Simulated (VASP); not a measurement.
# AlH5 (P-6m2) in VASP: notebook

Runs on AlH5. Level: PBE. Tasks: single point, relaxation of cell and atoms.

Program: VASP 6.6.1. These are calculated values, not measurements. Logs are shortened: lines on timing, memory, paths and dates and some standing lists are left out, and cuts for length are marked.

**1. The cell of the first run**

Symmetry: P-6m2, No. 187, hexagonal system. The conventional cell has a = 3.084 Å, b = 3.084 Å, c = 5.075 Å, α = 90.00°, β = 90.00°, γ = 120.00°. Al (site symmetry -6m2) has 18 H at 2.63 to 3.10 Å and 6 Al at 3.08 Å within 3.5 Å. H (site symmetry -6m2) has 3 H at 1.11 Å within 1.5 Å. Within 1.5 Å of H (site symmetry mm2) lie 3 H at 1.11 to 1.17 Å. Within 2.1 Å of H (site symmetry -6m2) lie 9 H at 1.56 to 1.78 Å.

**2. Single point, PBE**

Contents of INCAR:

```
SYSTEM = AlH5
  ALGO = Normal
  EDIFF = 1E-6
  ENCUT = 520
  GGA = PE
  ISIF = 2
  ISMEAR = 0
  LASPH = .TRUE.
  LCHARG = .FALSE.
  LREAL = .FALSE.
  LWAVE = .FALSE.
  NBANDS = 13
  NELM = 60
  PREC = Accurate
  SIGMA = 0.1
```

Contents of KPOINTS:

```
k-points
0
G
  12 12 8
  0 0 0
```

Contents of POSCAR:

```
AlH5
1.0
    3.0837642689      0.0000000000      0.0000000000
   -1.5418821344      2.6706181961      0.0000000000
    0.0000000000      0.0000000000      5.0753991565
Al H
1 5
Direct
    0.3333333333      0.6666666667      0.0000000000
    0.6666666667      0.3333333333      0.5000000000
    0.4597090562      0.5402909438      0.5000000000
    0.4597090562      0.9194181125      0.5000000000
    0.0805818875      0.5402909438      0.5000000000
    0.0000000000      0.0000000000      0.5000000000
```

Potentials or basis: VASP PAW PBE potentials, release 64 (Al, H).

Launch:

```
> cat potpaw_PBE.64/Al/POTCAR potpaw_PBE.64/H/POTCAR > POTCAR
> mpirun -np 1 vasp_std > vasp.out
```

OUTCAR:

```text
SYSTEM = AlH5
   EDIFF = 1E-6
   ENCUT = 520
   GGA = PE
   ISIF = 2
   ISMEAR = 0
   LASPH = .TRUE.
   LREAL = .FALSE.
   NELM = 60
   PREC = Accurate

 ion  position               nearest neighbor table
   1  0.333  0.667  0.000-
   2  0.667  0.333  0.500-
   3  0.460  0.540  0.500-
   4  0.460  0.919  0.500-
   5  0.081  0.540  0.500-
   6  0.000  0.000  0.500-

  LATTYP: Found a hexagonal cell.
 ALAT       =     3.0837642689
 C/A-ratio  =     1.6458453740

  Lattice vectors:

 A1 = (   3.0837642689,   0.0000000000,   0.0000000000)
 A2 = (  -1.5418821344,   2.6706181961,   0.0000000000)
 A3 = (   0.0000000000,   0.0000000000,   5.0753991565)

Analysis of symmetry for initial positions (statically):
=====================================================================
 Subroutine PRICEL returns:
 Original cell was already a primitive cell.

 Routine SETGRP: Setting up the symmetry group for a
 hexagonal supercell.

 Subroutine GETGRP returns: Found 12 space group operations
 (whereof 12 operations were pure point group operations)
 out of a pool of 24 trial point group operations.

The static configuration has the point symmetry D_3h.

Analysis of symmetry for dynamics (positions and initial velocities):
=====================================================================
 Subroutine PRICEL returns:
 Original cell was already a primitive cell.

 Routine SETGRP: Setting up the symmetry group for a
 hexagonal supercell.

 Subroutine GETGRP returns: Found 12 space group operations
 (whereof 12 operations were pure point group operations)
 out of a pool of 24 trial point group operations.

The dynamic configuration has the point symmetry D_3h.

 Subroutine INISYM returns: Found 12 space group operations
 (whereof 12 operations are pure point group operations),
 and found     1 'primitive' translations

----------------------------------------------------------------------------------------

                                     Primitive cell

  volume of cell :      41.7987

  direct lattice vectors                    reciprocal lattice vectors
     3.083764269  0.000000000  0.000000000     0.324279002  0.187222569  0.000000000
    -1.541882134  2.670618196  0.000000000     0.000000000  0.374445138  0.000000000
     0.000000000  0.000000000  5.075399156     0.000000000  0.000000000  0.197028838

  length of vectors
     3.083764269  3.083764269  5.075399156     0.374445138  0.374445138  0.197028838

  position of ions in fractional coordinates (direct lattice)
     0.333333333  0.666666667  0.000000000
     0.666666667  0.333333333  0.500000000
     0.459709056  0.540290944  0.500000000
     0.459709056  0.919418112  0.500000000
     0.080581888  0.540290944  0.500000000
     0.000000000  0.000000000  0.500000000

  ion indices of the primitive-cell ions
   primitive index   ion index
                 1           1
                 2           2
                 3           3
                 4           4
                 5           5
                 6           6

----------------------------------------------------------------------------------------

 KPOINTS: k-points

Automatic generation of k-mesh.
 Grid dimensions read from file:
 generate k-points for:   12   12    8

 Generating k-lattice:

  Cartesian coordinates                     Fractional coordinates (reciprocal lattice)
     0.027023250  0.015601881  0.000000000     0.083333333  0.000000000  0.000000000
     0.000000000  0.031203762  0.000000000     0.000000000  0.083333333  0.000000000
     0.000000000  0.000000000  0.024628605     0.000000000  0.000000000  0.125000000

  Length of vectors
     0.031203762  0.031203762  0.024628605

  Shift w.r.t. Gamma in fractional coordinates (k-lattice)
     0.000000000  0.000000000  0.000000000

 Subroutine IBZKPT returns following result:
 ===========================================

 Found     95 irreducible k-points:

 Following reciprocal coordinates:
            Coordinates               Weight
  0.000000  0.000000  0.000000      1.000000
  0.083333  0.000000  0.000000      6.000000
  0.166667  0.000000  0.000000      6.000000
  0.250000  0.000000  0.000000      6.000000
  0.333333  0.000000  0.000000      6.000000
  0.416667  0.000000  0.000000      6.000000
[... 16 lines left out ...]
  0.250000  0.000000  0.125000     12.000000
  0.333333  0.000000  0.125000     12.000000
 [... further k-points ...]
   k-points           NKPTS =     95   k-points in BZ     NKDIM =     95   number of bands    NBANDS=     13
   number of dos      NEDOS =    301   number of ions     NIONS =      6
   total plane-waves  NPLWV =  23040
   dimension x,y,z NGX =    24 NGY =   24 NGZ =   40
   dimension x,y,z NGXF=    48 NGYF=   48 NGZF=   80
   ions per type =               1   5
   NGX,Y,Z   is equivalent  to a cutoff of  12.94, 12.94, 13.10 a.u.
   NGXF,Y,Z  is equivalent  to a cutoff of  25.88, 25.88, 26.20 a.u.
 SYSTEM =  AlH5
   PREC   = accura    normal or accurate (medium, high low for compatibility)
   ISTART =      0    job   : 0-new  1-cont  2-samecut
   ICHARG =      2    charge: 1-file 2-atom 10-const
   ISPIN  =      1    spin polarized calculation?
   LNONCOLLINEAR =      F non collinear calculations
   LSORBIT =      F    spin-orbit coupling
   LASPH  =      T    aspherical Exc in radial PAW
   ENCUT  =  520.0 eV  38.22 Ry    6.18 a.u.   5.73  5.73  9.44*2*pi/ulx,y,z
   NELM   =     60;   NELMIN=  2; NELMDL= -5     # of ELM steps
   EDIFF  = 0.1E-05   stopping-criterion for ELM
   LREAL  =      F    real-space projection
   EDIFFG = 0.1E-04   stopping-criterion for IOM
   NSW    =      0    number of steps for IOM
   IBRION =     -1    ionic relax: 0-MD 1-quasi-New 2-CG
   NFREE  =      0    steps in history (QN), initial steepest desc. (CG)
   ISIF   =      2    stress and relaxation
   ISYM   =      2    0-nonsym 1-usesym 2-fastsym
   POTIM  = 0.5000    time-step for ionic-motion
   TEBEG  =    0.0;   TEEND  =   0.0 temperature during run
   PSTRESS=    0.0 pullay stress
   NELECT =       8.0000    total number of electrons
   NUPDOWN=      -1.0000    fix difference up-down
   EMIN   =  10.00;   EMAX   =-10.00  energy-range for DOS
   EFERMI =   0.00;   METHOD = LEGACY
   ISMEAR =     0;   SIGMA  =   0.10  broadening in eV -4-tet -1-fermi 0-gaus
   EFERMI_NEDOS =   21; number of points for ismear=-14 and -15
   IALGO  =     38    algorithm
   IMIX   =      4    mixing-type and parameters
     AMIX     =   0.40;   BMIX     =  1.00
     AMIX_MAG =   1.60;   BMIX_MAG =  1.00
  volume/ion in A,a.u.               =       6.97        47.01
  Fermi-wavevector in a.u.,A,eV,Ry     =   0.943446  1.782855 12.110417  0.890091
  Thomas-Fermi vector in A             =   2.071154
   LORBIT       =      0    0 simple, 1 ext, 2 COOP (PROOUT), +10 PAW based schemes
   GGA     = PE    functional components
   LHFCALC =     F    Hartree Fock is set to
   AEXX    =    0.0000 exact exchange contribution
   IVDW    =     0    specifies the selected vdW correction
   LEPSILON=     F    determine dielectric tensor
   LRPA    =     F    only Hartree local field effects (RPA)
 non-spin polarized calculation
 Gauss-broadening in eV      SIGMA  =   0.10
  energy-cutoff  :      520.00
  volume of cell :       41.80
 maximum number of plane-waves:      1146
 NGX is ok and might be reduce to    24
   NGX = 11   NGY = 11   NGZ = 19

 number of electron       8.0000004 magnetization

 Free energy of the ion-electron system (eV)
  ---------------------------------------------------
  ext. energy  EPLUGINS =         0.00000000
  ---------------------------------------------------
  free energy    TOTEN  =       -15.27042323 eV

  energy without entropy =      -15.26681209  energy(sigma->0) =      -15.26861766

 E-fermi :   3.3888     XC(G=0):  -9.3004

 val. band max:        3.3838300007   @ k =   0.3333   0.0000   0.0000
 cond. band min:       3.4292473215   @ k =   0.2500   0.0833   0.1250
 fundamental gap:      0.0454173208
 Fermi energy:         3.3888005502

 k-point     1 :       0.0000    0.0000    0.0000
  band No.  band energies     occupation
      1     -10.8817      2.00000
      2      -3.1636      2.00000
      3       1.2162      2.00000
      4       6.9803      0.00000
      5       7.4835      0.00000
      6       7.8270      0.00000
      7       7.8270      0.00000
      8      13.9108      0.00000
      9      13.9108      0.00000
     10      14.2687      0.00000
     11      14.8171      0.00000
     12      14.8171      0.00000
     13      16.1275      0.00000

 k-point     2 :       0.0833    0.0000    0.0000
  band No.  band energies     occupation
      1     -10.7437      2.00000
      2      -3.0214      2.00000
      3       1.3535      2.00000
      4       5.2326      0.00000
      5       6.5622      0.00000
      6       7.5958      0.00000
      7       9.9238      0.00000
      8      12.5374      0.00000
      9      13.3196      0.00000
     10      14.3060      0.00000
     11      15.4664      0.00000
     12      15.5775      0.00000
     13      16.1734      0.00000
[... 321 lines left out ...]
 k-point    23 :       0.2500    0.0000    0.1250
  band No.  band energies     occupation
      1      -9.6336      2.00000
      2      -2.0785      2.00000
      3       0.3887      2.00000
      4       2.8312      2.00000
      5       4.8616      0.00000
      6       6.4823      0.00000
      7       7.7355      0.00000
      8      11.6299      0.00000
      9      12.7733      0.00000
     10      12.8909      0.00000
     11      14.6521      0.00000
     12      15.1269      0.00000
     13      17.4064      0.00000

 k-point    24 :       0.3333    0.0000    0.1250
  band No.  band energies     occupation
      1      -8.6948      2.00000
      2      -1.8549      2.00000
      3      -1.0521      2.00000
      4       3.7214      0.00000
      5       4.2270      0.00000
      6       5.5626      0.00000
      7       5.9916      0.00000
      8      10.6097      0.00000
      9      11.0682      0.00000
     10      12.5180      0.00000
     11      15.7027      0.00000
     12      16.8206      0.00000
     13      17.0926      0.00000

 [... further k-points ...]

------------------------ aborting loop because EDIFF is reached ----------------------------------------

  FORCE on cell =-STRESS in cart. coord.  units (eV):
  Direction    XX          YY          ZZ          XY          YZ          ZX
  --------------------------------------------------------------------------------------
  -------------------------------------------------------------------------------------
  Total       -0.0696927     -0.0696927     -0.0561686     -0.0000000     -0.0000000      0.0000000
  in kB       -2.6713721     -2.6713721     -2.1529851     -0.0000000     -0.0000000      0.0000000
  external PRESSURE =      -2.4985764 kB  Pullay stress =       0.0000000 kB

 VOLUME and BASIS-vectors are now :
 -----------------------------------------------------------------------------
  energy-cutoff  :      520.00
  volume of cell :       41.80
      direct lattice vectors                 reciprocal lattice vectors
     3.083764269  0.000000000  0.000000000     0.324279002  0.187222569  0.000000000
    -1.541882134  2.670618196  0.000000000     0.000000000  0.374445138  0.000000000
     0.000000000  0.000000000  5.075399156     0.000000000  0.000000000  0.197028838

 POSITION                                       TOTAL-FORCE (eV/Angst)
 -----------------------------------------------------------------------------------
     -0.00000      1.78041      0.00000        -0.000000     -0.000000     -0.000000
      1.54188      0.89021      2.53770         0.000000     -0.000000     -0.000000
      0.58457      1.44291      2.53770        -0.003403      0.001965     -0.000000
     -0.00000      2.45541      2.53770        -0.000000     -0.003929      0.000000
     -0.58457      1.44291      2.53770         0.003403      0.001965     -0.000000
      0.00000      0.00000      2.53770         0.000000      0.000000     -0.000000
 -----------------------------------------------------------------------------------
    total drift:                               -0.000000      0.000000      0.000000

  FREE ENERGIE OF THE ION-ELECTRON SYSTEM (eV)
  ---------------------------------------------------
  free  energy   TOTEN  =       -15.2704232346 eV

  energy  without entropy=      -15.2668120892  energy(sigma->0) =      -15.26861766
```

Run time: 24 s. Hardware: 1 thread of Intel Xeon Platinum 8488C (Sapphire Rapids), shared host; peak memory 0.18 GiB.

What came out:

```yaml
Free_energy: -15.2704 eV
Pressure: -0.2 GPa
Largest_force: 0.004 eV/Å
Band_gap_on_the_k_mesh: zero (band 4 reaches 7.11 eV, above the bottom of band 5 at 1.52 eV)
```

Forces on the atoms (eV/Å):
```
Al   0.000  0.000  0.000
H    0.000  0.000  0.000
H   -0.003  0.002  0.000
H    0.000 -0.004  0.000
H    0.003  0.002  0.000
H    0.000  0.000  0.000
```

**3. Relaxation of cell and atoms, PBE**

This run uses another cell than the first one, of 7.03 Å³/atom, 1.009 times its volume.

Contents of INCAR:

```
PREC     = Accurate       # precision mode
ENCUT    = 600            # plane-wave cutoff, eV
EDIFF    = 1E-6           # SCF threshold, eV
ISMEAR   = 0              # smearing method
SIGMA    = 0.1            # smearing width, eV
LREAL    = False          # projectors in reciprocal space
LASPH    = True           # aspherical terms in the spheres
NELM     = 100            # most SCF steps
ALGO     = Normal         # electronic algorithm
ISIF     = 3              # what is computed and relaxed
LWAVE    = False          # write WAVECAR
LCHARG   = False          # write CHGCAR
GGA      = PE             # functional
IBRION   = 2              # ionic algorithm
NSW      = 100            # ionic steps
EDIFFG   = -0.01          # ionic threshold
```

Contents of KPOINTS:

```
regular mesh
0
Gamma
  12 12 8
```

Contents of POSCAR:

```
AlH5
1.0
    3.0661034148      0.0000000000      0.0000000000
   -1.5330517074      2.6553234479      0.0000000000
    0.0000000000      0.0000000000      5.1786279394
Al H
1 5
Direct
    0.3333333333      0.6666666667      0.0000000000
    0.6666666667      0.3333333333      0.5000000000
    0.4574767996      0.5425232004      0.5000000000
    0.4574767996      0.9149535993      0.5000000000
    0.0850464007      0.5425232004      0.5000000000
    0.0000000000      0.0000000000      0.5000000000
```

Potentials or basis: VASP PAW PBE potentials, release 64 (Al, H).

Launch:

```
> cat potpaw_PBE.64/Al/POTCAR potpaw_PBE.64/H/POTCAR > POTCAR
> mpirun -np 1 vasp_std > vasp.out
```

Run time: 72 s. Hardware: 1 thread of Intel Xeon Platinum 8488C (Sapphire Rapids), shared host; peak memory 0.18 GiB.

It converged, with:

- Free energy: -15.2726 eV
- Relaxed volume: 6.97 Å³/atom
- Relaxed cell: a = 3.085 Å, b = 3.085 Å, c = 5.077 Å, α = 90.00°, β = 90.00°, γ = 120.00°
- Space group after relaxing (to 0.05 Å): P-6m2 (No. 187)
- Energy gained by relaxing: 0.7 meV/atom
- Ionic steps: 7
- Pressure after relaxing: -0.2 GPa
- Largest force after relaxing: 0.008 eV/Å
- Band gap on the k mesh: zero (band 4 reaches 7.10 eV, above the bottom of band 5 at 1.52 eV)

Forces on the atoms (eV/Å):
```
Al   0.000  0.000  0.000
H    0.000  0.000  0.000
H    0.007 -0.004  0.000
H    0.000  0.008  0.000
H   -0.007 -0.004  0.000
H    0.000  0.000  0.000
```

Stress tensor (GPa, compression positive):
```
-0.20  0.00  0.00
 0.00 -0.20  0.00
 0.00  0.00 -0.05
```

Step by step:
| step | energy change (eV) | largest force (eV/Å) | pressure (GPa) | volume (Å³) |
| --- | --- | --- | --- | --- |
| 1 | 0.0000 | 0.0783 | 0.37 | 42.16 |
| 2 | -0.0014 | 0.0433 | 0.16 | 42.26 |
| 3 | -0.0024 | 0.0185 | -0.23 | 42.45 |
| 4 | -0.0029 | 0.0138 | -0.26 | 42.39 |
| 5 | -0.0038 | 0.0014 | -0.37 | 42.23 |
| 6 | -0.0039 | 0.0035 | -0.41 | 42.16 |
| 7 | -0.0044 | 0.0082 | -0.15 | 41.85 |

Final structure:
```
Al H
1.0
     3.08506    0.00000    0.00000
    -1.54253    2.67174    0.00000
     0.00000    0.00000    5.07698
Al H
1 5
Direct
  0.33333 0.66667 0.00000
  0.66667 0.33333 0.50000
  0.45946 0.54054 0.50000
  0.45946 0.91892 0.50000
  0.08108 0.54054 0.50000
  0.00000 0.00000 0.50000
```

Levels at points of the mesh, in eV from the Fermi level:
| k point | band 1 | band 2 | band 3 | band 4 | band 5 | band 6 | band 7 | band 8 |
| --- | --- | --- | --- | --- | --- | --- | --- | --- |
| (0.00, 0.00, 0.00) | -14.26 | -6.55 | -2.17 | 3.59 | 4.07 | 4.44 | 4.44 | 10.59 |
| (0.50, 0.00, 0.00) | -10.14 | -8.21 | -1.59 | -1.49 | 0.38 | 1.98 | 2.16 | 3.83 |
| (0.00, 0.00, 0.50) | -14.17 | -7.55 | 1.17 | 3.72 | 4.13 | 4.33 | 4.51 | 4.51 |
| (0.50, 0.00, 0.50) | -10.06 | -8.11 | -2.66 | -2.27 | 0.30 | 2.32 | 5.08 | 6.52 |
